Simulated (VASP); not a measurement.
# CdS in VASP: further runs, part 2 of 2

VASP 6.6.1.

## (5) Single point, PBEsol (24.48 Å³/atom)

This run uses another cell than the first one, of 24.48 Å³/atom.

INCAR

```
SYSTEM = CdS
PREC = Accurate
ENCUT = 520
EDIFF = 1E-6
ISMEAR = -1
SIGMA = 0.01
LREAL = .False.
LASPH = .True.
NELM = 80
ALGO = Normal
ISIF = 2
LWAVE = .False.
LCHARG = .False.
GGA = PS
NBANDS = 26
```

KPOINTS

```
regular mesh
0
Gamma
  7 7 4
  0 0 0
```

POSCAR

```
CdS
1.0
    4.1070480370      0.0000000000      0.0000000000
   -2.0535240185      3.5568079346      0.0000000000
    0.0000000000      0.0000000000      6.7037033332
Cd S
2 2
Direct
    0.3333333333      0.6666666667      0.0000000000
    0.6666666667      0.3333333333      0.5000000000
    0.3333333333      0.6666666667      0.3850000000
    0.6666666667      0.3333333333      0.8850000000
```

Potentials or basis: VASP PAW PBE potentials, release 64 (Cd, S).

Command:

```sh
$ cat potpaw_PBE.64/Cd/POTCAR potpaw_PBE.64/S/POTCAR > POTCAR
$ mpirun -np 1 vasp_std > vasp.out
```

OUTCAR:

```text
SYSTEM = CdS
   PREC = Accurate
   ENCUT = 520
   EDIFF = 1E-6
   ISMEAR = -1
   LREAL = .False.
   LASPH = .True.
   NELM = 80
   ISIF = 2
   GGA = PS

 ion  position               nearest neighbor table
   1  0.333  0.667  0.000-   4 2.49   4 2.49   4 2.49   3 2.58
   2  0.667  0.333  0.500-   3 2.49   3 2.49   3 2.49   4 2.58
   3  0.333  0.667  0.385-   2 2.49   2 2.49   2 2.49   1 2.58
   4  0.667  0.333  0.885-   1 2.49   1 2.49   1 2.49   2 2.58

  LATTYP: Found a hexagonal cell.
 ALAT       =     4.1070480370
 C/A-ratio  =     1.6322437120

  Lattice vectors:

 A1 = (   4.1070480370,   0.0000000000,   0.0000000000)
 A2 = (  -2.0535240185,   3.5568079346,   0.0000000000)
 A3 = (   0.0000000000,   0.0000000000,   6.7037033332)

Analysis of symmetry for initial positions (statically):
=====================================================================
 Subroutine PRICEL returns:
 Original cell was already a primitive cell.

 Routine SETGRP: Setting up the symmetry group for a
 hexagonal supercell.

 Subroutine GETGRP returns: Found 12 space group operations
 (whereof  6 operations were pure point group operations)
 out of a pool of 24 trial point group operations.

The static configuration has the point symmetry C_3v.
 The point group associated with its full space group is C_6v.

Analysis of symmetry for dynamics (positions and initial velocities):
=====================================================================
 Subroutine PRICEL returns:
 Original cell was already a primitive cell.

 Routine SETGRP: Setting up the symmetry group for a
 hexagonal supercell.

 Subroutine GETGRP returns: Found 12 space group operations
 (whereof  6 operations were pure point group operations)
 out of a pool of 24 trial point group operations.

The dynamic configuration has the point symmetry C_3v.
 The point group associated with its full space group is C_6v.
[... 118 lines left out ...]
   EFERMI_NEDOS =   21; number of points for ismear=-14 and -15
   IALGO  =     38    algorithm
   IMIX   =      4    mixing-type and parameters
     AMIX     =   0.40;   BMIX     =  1.00
     AMIX_MAG =   1.60;   BMIX_MAG =  1.00
  volume/ion in A,a.u.               =      24.48       165.21
  Fermi-wavevector in a.u.,A,eV,Ry     =   1.172755  2.216186 18.712835  1.375355
  Thomas-Fermi vector in A             =   2.309179
   LORBIT       =      0    0 simple, 1 ext, 2 COOP (PROOUT), +10 PAW based schemes
   GGA     = PS    functional components
   LHFCALC =     F    Hartree Fock is set to
   AEXX    =    0.0000 exact exchange contribution
   IVDW    =     0    specifies the selected vdW correction
   LEPSILON=     F    determine dielectric tensor
   LRPA    =     F    only Hartree local field effects (RPA)
 non-spin polarized calculation
  energy-cutoff  :      520.00
  volume of cell :       97.93
 maximum number of plane-waves:      2654
 NGX is ok and might be reduce to    32
   NGX = 15   NGY = 15   NGZ = 25

 number of electron      35.9999994 magnetization

 Free energy of the ion-electron system (eV)
  ---------------------------------------------------
  ext. energy  EPLUGINS =         0.00000000
  ---------------------------------------------------
  free energy    TOTEN  =       -13.60978990 eV

  energy without entropy =      -13.60978990  energy(sigma->0) =      -13.60978990

 E-fermi :   1.5583     XC(G=0):  -9.4312

 val. band max:        1.3213695873   @ k =   0.0000   0.0000   0.0000
 cond. band min:       2.4553832376   @ k =   0.0000   0.0000   0.0000
 fundamental gap:      1.1340136503
 Fermi energy:         1.5583417355

 k-point     1 :       0.0000    0.0000    0.0000
  band No.  band energies     occupation
      1     -11.1525      2.00000
      2     -10.7100      2.00000
      3      -6.4595      2.00000
      4      -6.4595      2.00000
      5      -6.3867      2.00000
      6      -6.3867      2.00000
[... 685 lines left out ...]
     25       9.9344      0.00000
     26       9.9344      0.00000

------------------------ aborting loop because EDIFF is reached ----------------------------------------

  FORCE on cell =-STRESS in cart. coord.  units (eV):
  Direction    XX          YY          ZZ          XY          YZ          ZX
  --------------------------------------------------------------------------------------
  -------------------------------------------------------------------------------------
  Total        1.1621242      1.1621242     -0.3139924      0.0000000     -0.0000000      0.0000000
  in kB       19.0133276     19.0133276     -5.1371800      0.0000000     -0.0000000      0.0000000
  external PRESSURE =      10.9631584 kB  Pullay stress =       0.0000000 kB

 VOLUME and BASIS-vectors are now :
 -----------------------------------------------------------------------------
  energy-cutoff  :      520.00
  volume of cell :       97.93
      direct lattice vectors                 reciprocal lattice vectors
     4.107048037  0.000000000  0.000000000     0.243483882  0.140575485  0.000000000
    -2.053524019  3.556807935  0.000000000     0.000000000  0.281150970  0.000000000
     0.000000000  0.000000000  6.703703333     0.000000000  0.000000000  0.149171279

 POSITION                                       TOTAL-FORCE (eV/Angst)
 -----------------------------------------------------------------------------------
     -0.00000      2.37121      0.00000        -0.000000     -0.000000      0.276305
      2.05352      1.18560      3.35185         0.000000      0.000000      0.276305
     -0.00000      2.37121      2.58093         0.000000     -0.000000     -0.276305
      2.05352      1.18560      5.93278        -0.000000     -0.000000     -0.276305
 -----------------------------------------------------------------------------------
    total drift:                               -0.000000      0.000000      0.000117

  FREE ENERGIE OF THE ION-ELECTRON SYSTEM (eV)
  ---------------------------------------------------
  free  energy   TOTEN  =       -13.6097899007 eV

  energy  without entropy=      -13.6097899007  energy(sigma->0) =      -13.60978990
```

It took 21 s on 1 thread of Intel Xeon 6975P-C (Granite Rapids), shared host; peak memory 0.23 GiB.

Results:

```
Free energy            : -13.6098 eV
Pressure               : 1.1 GPa
Largest force          : 0.276 eV/Å
Band gap on the k mesh : 1.13 eV
```

Forces in eV/Å, atoms in the order of the input:
```
Cd   0.000  0.000  0.276
Cd   0.000  0.000  0.276
S    0.000  0.000 -0.276
S    0.000  0.000 -0.276
```

Levels at points of the mesh, in eV from the valence-band top:
| k point | band 15 | band 16 | band 17 | band 18 | band 19 | band 20 | band 21 | band 22 |
| --- | --- | --- | --- | --- | --- | --- | --- | --- |
| (0.00, 0.00, 0.00) | -0.74 | -0.05 | 0.00 | 0.00 | 1.13 | 2.63 | 6.38 | 6.38 |
| (0.00, 0.00, 0.50) | -0.38 | -0.38 | -0.38 | -0.38 | 2.75 | 2.75 | 6.03 | 6.03 |

Caveat: the PAW data sets were made with another functional, which shifts forces and pressure a little.

## (6) Single point, PBEsol (24.73 Å³/atom)

This run uses another cell than the first one, of 24.73 Å³/atom.

INCAR

```
SYSTEM = CdS
PREC = Accurate ; ENCUT = 520
EDIFF = 1E-6 ; ISMEAR = -1
SIGMA = 0.01 ; LREAL = .FALSE.
LASPH = .TRUE. ; NELM = 80
ALGO = Normal ; ISIF = 2
LWAVE = .FALSE. ; LCHARG = .TRUE.
GGA = PS ; LELF = .TRUE.
LVHAR = .TRUE. ; NBANDS = 26
```

KPOINTS

```
Automatic mesh
0
G
  7 7 4
  0 0 0
```

POSCAR

```
CdS
1.0
    4.1209703402      0.0000000000      0.0000000000
   -2.0604851701      3.5688650029      0.0000000000
    0.0000000000      0.0000000000      6.7264279250
Cd S
2 2
Direct
    0.3333333333      0.6666666667      0.0000000000
    0.6666666667      0.3333333333      0.5000000000
    0.3333333333      0.6666666667      0.3850000000
    0.6666666667      0.3333333333      0.8850000000
```

Potentials or basis: VASP PAW PBE potentials, release 64 (Cd, S).

Command:

```sh
$ cat potpaw_PBE.64/Cd/POTCAR potpaw_PBE.64/S/POTCAR > POTCAR
$ mpirun -np 1 vasp_std > vasp.out
```

It took 27 s on 1 thread of Intel Xeon 6975P-C (Granite Rapids), shared host; peak memory 0.23 GiB.

Results (log left out):

```
Free energy            : -13.6148 eV
Pressure               : 0.4 GPa
Largest force          : 0.265 eV/Å
Band gap on the k mesh : 1.11 eV
```

Forces in eV/Å, atoms in the order of the input:
```
Cd   0.000  0.000  0.265
Cd   0.000  0.000  0.265
S    0.000  0.000 -0.265
S    0.000  0.000 -0.265
```

Stress tensor (GPa, compression positive):
```
 1.20  0.00  0.00
 0.00  1.20  0.00
 0.00  0.00 -1.07
```

Levels at points of the mesh, in eV from the valence-band top:
| k point | band 16 | band 17 | band 18 | band 19 | band 20 | band 21 |
| --- | --- | --- | --- | --- | --- | --- |
| (0.00, 0.00, 0.00) | -0.04 | 0.00 | 0.00 | 1.11 | 2.62 | 6.39 |
| (0.00, 0.00, 0.50) | -0.37 | -0.37 | -0.37 | 2.73 | 2.73 | 6.02 |

Caveat: the PAW data sets were made with another functional, which shifts forces and pressure a little.

## (7) The runs side by side

| cell | gap on the mesh (eV) | pressure (GPa) | largest force (eV/Å) |
| --- | --- | --- | --- |
| a = 4.135, b = 4.117, c = 6.749 Å, angles 89.8, 89.4, 119.6°, 4 atoms | 1.07 | -0.2 | 0.28 |
| a = 4.050, b = 4.050, c = 6.611 Å, angles 90.0, 90.0, 120.0°, 4 atoms | 1.22 | 4.1 | 0.32 |
| a = 4.079, b = 4.079, c = 6.658 Å, angles 90.0, 90.0, 120.0°, 4 atoms | 1.18 | 2.5 | 0.30 |
| a = 4.107, b = 4.107, c = 6.704 Å, angles 90.0, 90.0, 120.0°, 4 atoms | 1.13 | 1.1 | 0.28 |
| a = 4.121, b = 4.121, c = 6.726 Å, angles 90.0, 90.0, 120.0°, 4 atoms | 1.11 | 0.4 | 0.27 |

Alike in all rows: task single point; level PBEsol; potentials or basis VASP PAW PBE potentials, release 64 (Cd, S); no spin polarisation; k mesh 7 × 7 × 4; cutoff (eV) 520; smearing fermi-dirac 0.01 eV.

Caveats: the PAW data sets were made with another functional, which shifts forces and pressure a little; the cell stands under pressure (at least some runs).

Total energies depend on the potentials used, so only differences within one code and one set of settings carry meaning.
